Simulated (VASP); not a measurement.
## BaTiO3: single point with PBE

BaTiO3, a slab with vacuum:

```xyz
15
Lattice="4.0598 0.0000 0.0000 0.0215 4.0597 0.0000 0.0000 0.0000 25.2164" Properties=species:S:1:pos:R:3 pbc="T T T"
O     2.0739    0.1092    7.5917
O     0.1202    2.0733    7.5917
O     2.0554    2.0445    9.5957
O     2.0343    0.0552   11.6086
O     0.0660    2.0340   11.6086
O     2.0488    2.0380   13.6007
O     2.0249    0.0299   15.6443
O     0.0407    2.0247   15.6443
O     2.0563    2.0454   17.5654
Ti    1.9209    1.9107    7.7181
Ti    1.9100    1.8999   11.6337
Ti    1.9269    1.9167   15.6656
Ba    4.0295    4.0082    9.4870
Ba    4.0141    3.9929   13.5634
Ba    4.0013    3.9801   17.5024
```

| Quantity | Value |
| --- | --- |
| Program | VASP 6.6.1 |
| Task | single point |
| Functional | PBE |
| Potentials or basis | VASP PAW PBE potentials, release 64 (O, Ti_sv, Ba_sv) |
| Cutoff | 520 eV |
| k mesh | 7 × 7 × 1 |
| Occupations | gaussian, width 0.05 eV |
| Spin | no spin polarisation |
| Dipole correction | yes |
| Further INCAR settings | LREAL = Auto; ALGO = Normal; EDIFF = 1e-06; NBANDS = 73 |

* Largest force: 0.207 eV/Å
* Band gap on the k mesh: 1.37 eV, indirect (least direct gap 2.29 eV)

Forces on the atoms (eV/Å):
```
O   -0.003 -0.089 -0.072
O   -0.089 -0.002 -0.072
O   -0.005 -0.005  0.037
O   -0.006 -0.059 -0.027
O   -0.059 -0.006 -0.027
O   -0.013 -0.013  0.020
O   -0.028 -0.052 -0.044
O   -0.053 -0.028 -0.044
O   -0.028 -0.027  0.083
Ti   0.077  0.076 -0.104
Ti   0.051  0.051 -0.016
Ti   0.055  0.055 -0.034
Ba   0.020  0.020  0.067
Ba   0.029  0.029  0.037
Ba   0.051  0.050  0.195
```

Levels at points of the mesh, in eV from the valence-band top:
```
           k point  band 56  band 57  band 58  band 59  band 60  band 61  band 62  band 63  band 64  band 65
(0.00, 0.00, 0.00)    -1.45    -1.32    -1.28    -1.20    -0.92     1.37     1.40     1.81     1.81     1.99
```

It took 34 min on 1 thread of AMD EPYC 7R43 64-Core Processor (Zen 3), on a shared host, peak memory 0.54 GiB.

Caveat: spin-orbit coupling is left out, which moves the levels of the heavy elements.
